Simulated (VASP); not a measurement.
A run of VASP 6.6.1 is set up as follows.

File POSCAR:

```
Ag
1.0
    1.4531386801      0.8389700082      7.1072779285
   -1.4531386801      0.8389700082      7.1072779285
    0.0000000000     -1.6779400162      7.1072779285
Ag
3
Direct
    0.2222810000      0.2222810000      0.2222810000
    0.7777190000      0.7777190000      0.7777190000
    0.0000000000      0.0000000000      0.0000000000
```

File INCAR.step1:

```
SYSTEM = Ag
ALGO = Normal ; EDIFF = 1E-4
ENCUT = 520 ; GGA = PE
ISMEAR = -1 ; LASPH = .True.
LCHARG = .False. ; LREAL = .False.
LWAVE = .True. ; NBANDS = 24
NELM = 100 ; PREC = Accurate
SIGMA = 0.05
```

The input INCAR.step2:

```
SYSTEM = Ag
ALGO = Normal ; EDIFF = 1E-6
ENCUT = 520 ; ISIF = 2
ISMEAR = -1 ; ISTART = 1
LASPH = .True. ; LCHARG = .False.
LMIXTAU = .True. ; LREAL = .False.
LWAVE = .False. ; METAGGA = R2SCAN
NBANDS = 24 ; NELM = 100
PREC = Accurate ; SIGMA = 0.05
```

Contents of KPOINTS:

```
k-points
0
Gamma
  10 10 10
  0 0 0
```

Potentials or basis: VASP PAW PBE potentials, release 64 (Ag).

Launch:

```sh
$ cat potpaw_PBE.64/Ag/POTCAR > POTCAR
$ cp INCAR.step1 INCAR
$ mpirun -np 1 vasp_std > vasp.out
$ cp INCAR.step2 INCAR
$ mpirun -np 1 vasp_std > vasp.out
```

Problem. Predict the band gap on the k mesh.

Solution. Zero (an odd number of electrons rules out a gap without spin polarisation).

Problem. Predict the pressure.

Solution. 0.3 GPa.

Stress tensor (GPa, compression positive):
```
 0.47  0.00  0.00
 0.00  0.47  0.00
 0.00  0.00 -0.11
```

Caveat: the PAW data sets were made with another functional, which shifts forces and pressure a little.
